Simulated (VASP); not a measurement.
# GaN (Fm-3m) in VASP: G0W0 quasiparticle levels with LDA

Aim: the G0W0 quasiparticle levels of GaN with LDA.

Everything below comes from runs of VASP 6.6.1. Logs are shortened: lines on timing, memory, paths and dates and some standing lists are left out, and cuts for length are marked.

### Step 1. The cell of the first run

The structure is cubic, space group Fm-3m (No. 225). The conventional cell has a = 4.217 Å, b = 4.217 Å, c = 4.217 Å, α = 90.00°, β = 90.00°, γ = 90.00°. Within 2.8 Å of Ga (site symmetry m-3m) lie 6 N at 2.11 Å. Within 2.8 Å of N (site symmetry m-3m) lie 6 Ga at 2.11 Å.

### Step 2. G0W0 quasiparticle levels, LDA

POSCAR

```
GaN
1.0
    0.0000000000      2.1085152350      2.1085152350
    2.1085152350      0.0000000000      2.1085152350
    2.1085152350      2.1085152350      0.0000000000
Ga N
1 1
Direct
    0.0000000000      0.0000000000      0.0000000000
    0.5000000000      0.5000000000      0.5000000000
```

INCAR.step1

```
PREC = Accurate
ENCUT = 500
EDIFF = 1E-8
ISMEAR = 0
SIGMA = 0.01
LREAL = F
LASPH = T
NELM = 100
ALGO = Normal
LWAVE = T
LCHARG = F
```

INCAR.step2

```
PREC = Accurate
ENCUT = 500
EDIFF = 1E-8
ISMEAR = 0
SIGMA = 0.01
LREAL = F
LASPH = T
NELM = 1
ALGO = Exact
LWAVE = T
LCHARG = F
NBANDS = 69
LOPTICS = T
ISTART = 1
```

INCAR.step3

```
PREC = Accurate
ENCUT = 500
EDIFF = 1E-8
ISMEAR = 0
SIGMA = 0.01
LREAL = F
LASPH = T
ALGO = EVGW0
LWAVE = F
LCHARG = F
NELMGW = 1
NBANDS = 69
ENCUTGW = 80.0
NOMEGA = 48
PRECFOCK = Fast
ISTART = 1
NBANDSGW = 17
```

KPOINTS

```
regular mesh
0
Gamma
  4 4 4
```

Potentials or basis: VASP PAW LDA potentials, release 64 (Ga_d_GW, N_GW).

Started as:

```console
$ cat potpaw_LDA.64/Ga_d_GW/POTCAR potpaw_LDA.64/N_GW/POTCAR > POTCAR
$ cp INCAR.step1 INCAR
$ mpirun -np 1 vasp_std > vasp.out
$ cp INCAR.step2 INCAR
$ mpirun -np 1 vasp_std > vasp.out
$ cp INCAR.step3 INCAR
$ mpirun -np 1 vasp_std > vasp.out
```

OUTCAR:

```text
PREC = Accurate
   ENCUT = 500
   EDIFF = 1E-8
   ISMEAR = 0
   LREAL = F
   LASPH = T
   NELMGW = 1
   ENCUTGW = 80.0
   PRECFOCK = Fast
   ISTART = 1

 ion  position               nearest neighbor table
   1  0.000  0.000  0.000-   2 2.11   2 2.11   2 2.11   2 2.11   2 2.11   2 2.11
   2  0.500  0.500  0.500-   1 2.11   1 2.11   1 2.11   1 2.11   1 2.11   1 2.11

  LATTYP: Found a face centered cubic cell.
 ALAT       =     4.2170304700

  Lattice vectors:

 A1 = (   0.0000000000,   2.1085152350,   2.1085152350)
 A2 = (   2.1085152350,   0.0000000000,   2.1085152350)
 A3 = (   2.1085152350,   2.1085152350,   0.0000000000)

Analysis of symmetry for initial positions (statically):
=====================================================================
 Subroutine PRICEL returns:
 Original cell was already a primitive cell.

 Routine SETGRP: Setting up the symmetry group for a
 face centered cubic supercell.

 Subroutine GETGRP returns: Found 48 space group operations
 (whereof 48 operations were pure point group operations)
 out of a pool of 48 trial point group operations.

The static configuration has the point symmetry O_h .

Analysis of symmetry for dynamics (positions and initial velocities):
=====================================================================
 Subroutine PRICEL returns:
 Original cell was already a primitive cell.

 Routine SETGRP: Setting up the symmetry group for a
 face centered cubic supercell.

 Subroutine GETGRP returns: Found 48 space group operations
 (whereof 48 operations were pure point group operations)
 out of a pool of 48 trial point group operations.

The dynamic configuration has the point symmetry O_h .

 Subroutine INISYM returns: Found 48 space group operations
 (whereof 48 operations are pure point group operations),
 and found     1 'primitive' translations

----------------------------------------------------------------------------------------

                                     Primitive cell

  volume of cell :      18.7482

  direct lattice vectors                    reciprocal lattice vectors
     0.000000000  2.108515235  2.108515235    -0.237133691  0.237133691  0.237133691
     2.108515235  0.000000000  2.108515235     0.237133691 -0.237133691  0.237133691
     2.108515235  2.108515235  0.000000000     0.237133691  0.237133691 -0.237133691

  length of vectors
     2.981890842  2.981890842  2.981890842     0.410727601  0.410727601  0.410727601

  position of ions in fractional coordinates (direct lattice)
     0.000000000  0.000000000  0.000000000
     0.500000000  0.500000000  0.500000000

  ion indices of the primitive-cell ions
   primitive index   ion index
                 1           1
                 2           2

----------------------------------------------------------------------------------------

 KPOINTS: regular mesh

Automatic generation of k-mesh.
 Grid dimensions read from file:
 generate k-points for:    4    4    4

 Generating k-lattice:

  Cartesian coordinates                     Fractional coordinates (reciprocal lattice)
    -0.059283423  0.059283423  0.059283423     0.250000000  0.000000000  0.000000000
     0.059283423 -0.059283423  0.059283423     0.000000000  0.250000000  0.000000000
     0.059283423  0.059283423 -0.059283423     0.000000000  0.000000000  0.250000000

  Length of vectors
     0.102681900  0.102681900  0.102681900

  Shift w.r.t. Gamma in fractional coordinates (k-lattice)
     0.000000000  0.000000000  0.000000000

 Subroutine IBZKPT returns following result:
 ===========================================

 Found      8 irreducible k-points:

 Following reciprocal coordinates:
            Coordinates               Weight
  0.000000  0.000000  0.000000      1.000000
  0.250000  0.000000  0.000000      8.000000
  0.500000  0.000000  0.000000      4.000000
  0.250000  0.250000  0.000000      6.000000
  0.500000  0.250000  0.000000     24.000000
 -0.250000  0.250000  0.000000     12.000000
  0.500000  0.500000  0.000000      3.000000
 -0.250000  0.500000  0.250000      6.000000
   k-points           NKPTS =      8   k-points in BZ     NKDIM =     64   number of bands    NBANDS=     69
   number of dos      NEDOS =    301   number of ions     NIONS =      2
   total plane-waves  NPLWV =  13824
   dimension x,y,z NGX =    24 NGY =   24 NGZ =   24
   dimension x,y,z NGXF=    48 NGYF=   48 NGZF=   48
   ions per type =               1   1
   NGX,Y,Z   is equivalent  to a cutoff of  13.38, 13.38, 13.38 a.u.
   NGXF,Y,Z  is equivalent  to a cutoff of  26.76, 26.76, 26.76 a.u.
 SYSTEM =  unknown system
   PREC   = accura    normal or accurate (medium, high low for compatibility)
   ISTART =      1    job   : 0-new  1-cont  2-samecut
   ICHARG =      0    charge: 1-file 2-atom 10-const
   ISPIN  =      1    spin polarized calculation?
   LNONCOLLINEAR =      F non collinear calculations
   LSORBIT =      F    spin-orbit coupling
   LASPH  =      T    aspherical Exc in radial PAW
   ENCUT  =  500.0 eV  36.75 Ry    6.06 a.u.   5.44  5.44  5.44*2*pi/ulx,y,z
   NELM   =     60;   NELMIN=  2; NELMDL=  0     # of ELM steps
   EDIFF  = 0.1E-07   stopping-criterion for ELM
   LREAL  =      F    real-space projection
   EDIFFG = 0.1E-06   stopping-criterion for IOM
   NSW    =      0    number of steps for IOM
   IBRION =     -1    ionic relax: 0-MD 1-quasi-New 2-CG
   NFREE  =      0    steps in history (QN), initial steepest desc. (CG)
   ISIF   =      0    stress and relaxation
   ISYM   =      3    0-nonsym 1-usesym 2-fastsym
   POTIM  = 0.5000    time-step for ionic-motion
   TEBEG  =    0.0;   TEEND  =   0.0 temperature during run
   PSTRESS=    0.0 pullay stress
   NELECT =      18.0000    total number of electrons
   NUPDOWN=      -1.0000    fix difference up-down
   EMIN   =  10.00;   EMAX   =-10.00  energy-range for DOS
   EFERMI =   0.00;   METHOD = LEGACY
   ISMEAR =     0;   SIGMA  =   0.01  broadening in eV -4-tet -1-fermi 0-gaus
   EFERMI_NEDOS =   21; number of points for ismear=-14 and -15
   IALGO  =     38    algorithm
   IMIX   =      4    mixing-type and parameters
     AMIX     =   0.40;   BMIX     =  1.00
     AMIX_MAG =   1.60;   BMIX_MAG =  1.00
  volume/ion in A,a.u.               =       9.37        63.26
  Fermi-wavevector in a.u.,A,eV,Ry     =   1.615024  3.051952 35.488101  2.608302
  Thomas-Fermi vector in A             =   2.709838
   LORBIT       =      0    0 simple, 1 ext, 2 COOP (PROOUT), +10 PAW based schemes
   GGA     = CA    functional components
   LHFCALC =     T    Hartree Fock is set to
   PRECFOCK=fast      Normal, Fast or Accurate (Low or Medium for compatibility)
   ENCUT4O =  -1.0   cutoff for four orbital integrals eV
   NKREDX  =     1    reduce k-point grid by
   NKREDY  =     1    reduce k-point grid by
   NKREDZ  =     1    reduce k-point grid by
   AEXX    =    1.0000 exact exchange contribution
   HFSCREEN=    0.0000 screening length (either q_TF or 0.3 A-1)
   HFSCREENC=   0.0000 screening length for correlation (either q_TF or 0.3 A-1)
   ENCUTFOCK=  -1.0 apply spherical cutoff to Coloumb kernel
   IVDW    =     0    specifies the selected vdW correction
   LEPSILON=     F    determine dielectric tensor
   LRPA    =     F    only Hartree local field effects (RPA)
   LRPAFORCE           =     F    calculate RPA forces
   ENCUTGW             =  80.0    cutoff for response function in eV
   ENCUTGWSOFT         =  64.0    soft cutoff for Coulomb kernel in GW response function in eV
   ENCUTLF             =  -1.0    cutoff for local field effects
   NELMGW              =     1    number of iterations in solving QP/BSE equation
   NELMHF              =     1    number of iterations in the inner HF iteration
   NKREDLFX            =     1    NKREDLFY  =   1   NKREDLFZ  =   1
 non-spin polarized calculation
 Gauss-broadening in eV      SIGMA  =   0.01
  energy-cutoff  :      500.00
  volume of cell :       18.75
 maximum number of plane-waves:       531
 NGX is ok and might be reduce to    24
  NGX = 12; NGY = 12; NGZ = 12
   NGX = 11   NGY = 11   NGZ = 11
 maximum number of plane-waves:        34
 NGX is ok and might be reduce to    10

 QP shifts <psi_nk| G(iteration)W_0 |psi_nk>: iteration 1
 for sc-GW calculations column KS-energies equals QP-energies in previous step
 and V_xc(KS)=  KS-energies - (<T + V_ion + V_H > + <T+V_H+V_ion>^1  + <V_x>^1)

 k-point   1 :       0.0000    0.0000    0.0000
  band No.  KS-energies  QP-energies   sigma(KS)   V_xc(KS)     V^pw_x(r,r')   Z            occupation Imag(sigma)

      1      -9.6906     -10.4307     -15.5951     -14.5559     -24.1874       0.7122       2.0000       1.3954
      2      -6.6885      -9.9510     -26.2408     -21.8099     -34.9189       0.7363       2.0000       0.2522
      3      -6.6885      -9.9510     -26.2408     -21.8099     -34.9189       0.7363       2.0000       0.2522
      4      -6.6885      -9.9510     -26.2408     -21.8099     -34.9189       0.7363       2.0000       0.2522
      5      -6.5873      -9.9583     -26.5762     -22.0059     -35.4103       0.7376       2.0000       0.3026
      6      -6.5873      -9.9583     -26.5762     -22.0059     -35.4103       0.7376       2.0000       0.3026
[... 9 lines left out ...]
     16      23.1315      24.3684     -11.7718     -13.3847      -4.5569       0.7669       0.0000      -0.5704
     17      23.5301      24.0059      -9.1829      -9.7880      -2.5508       0.7864       0.0000      -0.3502

 k-point   2 :       0.2500    0.0000    0.0000
  band No.  KS-energies  QP-energies   sigma(KS)   V_xc(KS)     V^pw_x(r,r')   Z            occupation Imag(sigma)

      1      -8.5008      -9.2301     -15.9666     -14.9300     -24.3365       0.7035       2.0000       1.2473
      2      -6.7289     -10.0070     -26.2554     -21.7980     -35.0467       0.7355       2.0000       0.2993
      3      -6.7289     -10.0070     -26.2554     -21.7980     -35.0467       0.7355       2.0000       0.2993
      4      -6.7222      -9.9271     -25.9926     -21.6373     -34.6558       0.7359       2.0000       0.2715
      5      -6.5572      -9.8783     -26.4840     -21.9845     -35.2284       0.7381       2.0000       0.2686
      6      -6.5572      -9.8783     -26.4840     -21.9845     -35.2284       0.7381       2.0000       0.2686
[... 9 lines left out ...]
     16      25.1938      26.0113     -11.8536     -12.8804      -5.5522       0.7962       0.0000      -0.4468
     17      32.1466      33.0311     -10.5096     -11.6045      -3.2319       0.8078       0.0000      -1.0056

 k-point   3 :       0.5000    0.0000    0.0000
  band No.  KS-energies  QP-energies   sigma(KS)   V_xc(KS)     V^pw_x(r,r')   Z            occupation Imag(sigma)
[... 85 lines left out ...]
      1      -8.2648     -10.4470     -22.3303     -19.2497     -31.3520       0.7084       2.0000       0.6639
      2      -6.8735     -10.0708     -25.8845     -21.5319     -34.5272       0.7346       2.0000       0.2595
      3      -6.4735      -9.8588     -26.7178     -22.1249     -35.5690       0.7371       2.0000       0.3007
      4      -6.3999      -9.7186     -26.6302     -22.1348     -35.3437       0.7382       2.0000       0.2470
      5      -6.3999      -9.7186     -26.6302     -22.1348     -35.3437       0.7382       2.0000       0.2470
      6      -3.3303      -5.1623     -22.1343     -19.6756     -30.0208       0.7451       2.0000       0.5730
[... 9 lines left out ...]
     16      34.8558      36.2859     -13.3762     -15.0768      -6.6107       0.8409       0.0000      -1.2161
     17      36.7943      37.9968      -9.9278     -11.4078      -2.7111       0.8126       0.0000      -1.0899

 k-point   8 :      -0.2500    0.5000    0.2500
  band No.  KS-energies  QP-energies   sigma(KS)   V_xc(KS)     V^pw_x(r,r')   Z            occupation Imag(sigma)

      1      -7.9359     -10.2355     -22.7920     -19.5682     -31.7700       0.7133       2.0000       0.6228
      2      -6.6806      -9.9101     -26.0982     -21.7129     -34.7599       0.7364       2.0000       0.2616
      3      -6.6806      -9.9101     -26.0982     -21.7129     -34.7599       0.7364       2.0000       0.2616
      4      -6.6596      -9.9500     -26.3413     -21.8636     -35.2012       0.7348       2.0000       0.3249
      5      -6.3998      -9.7206     -26.6313     -22.1350     -35.3457       0.7386       2.0000       0.2467
      6      -3.5365      -5.2770     -21.8636     -19.5154     -29.8414       0.7412       2.0000       0.6021
[... 9 lines left out ...]
     16      34.7766      36.1690     -13.1500     -14.8060      -5.9374       0.8408       0.0000      -1.4424
     17      37.1124      38.7359     -12.8491     -14.8254      -4.6706       0.8215       0.0000      -1.8737
```

It took 2.8 min on 1 thread of AMD EPYC, shared host; peak memory 0.15 GiB.

What came out:

```yaml
Quasiparticle_gap: 1.55 eV
Least_direct_quasiparticle_gap: 3.65 eV
Band_gap_of_the_starting_levels_on_the_mesh: 0.54 eV
Least_direct_gap_of_the_starting_levels_on_the_mesh: 2.88 eV
```

Caveat: the k points lie up to 0.65 Å⁻¹ apart; bands, screening cutoff and mesh are small and nothing is extrapolated, so the quasiparticle values aren't converged.
